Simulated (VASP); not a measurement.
The system is B.

```xyz
8
Lattice="3.7428 0.0000 0.0000 0.0000 3.7428 0.0000 0.0000 0.0000 3.7428" Properties=species:S:1:pos:R:3 pbc="T T T"
B     0.0000    0.0000    0.0000
B     1.8714    1.8714    1.8714
B     0.9357    0.0000    1.8714
B     2.8071    0.0000    1.8714
B     1.8714    0.9357    0.0000
B     1.8714    2.8071    0.0000
B     0.0000    1.8714    0.9357
B     0.0000    1.8714    2.8071
```

| Quantity | Value |
| --- | --- |
| Program | VASP 6.6.1 |
| Task | relaxation of cell and atoms |
| Functional | PBEsol |
| Potentials or basis | VASP PAW PBE potentials, release 64 (B) |
| Cutoff | 600 eV |
| k mesh | 7 × 7 × 7 |
| Occupations | fermi-dirac, width 0.1 eV |
| Spin | no spin polarisation |

At the start: pressure -16.2 GPa; volume 6.55 Å³/atom.

Where does the relaxation end?

Over 3 steps the energy falls by 25.3 meV/atom and the volume is 6.08 Å³/atom (-7.2 %); space group Pm-3n (No. 223, to 0.05 Å).

Step by step:
```tsv
step	energy change (eV)	largest force (eV/Å)	pressure (GPa)	volume (Å³)
1	0.0000	0.0000	-16.21	52.43
2	-0.1823	0.0000	6.00	47.56
3	-0.2025	0.0000	0.04	48.66
```

Final structure:
```
B
1.0
     3.65072    0.00000    0.00000
     0.00000    3.65072    0.00000
     0.00000    0.00000    3.65072
B
8
Direct
  0.00000 0.00000 0.00000
  0.50000 0.50000 0.50000
  0.25000 0.00000 0.50000
  0.75000 0.00000 0.50000
  0.50000 0.25000 0.00000
  0.50000 0.75000 0.00000
  0.00000 0.50000 0.25000
  0.00000 0.50000 0.75000
```

Caveat: the PAW data sets were made with another functional, which shifts forces and pressure a little.
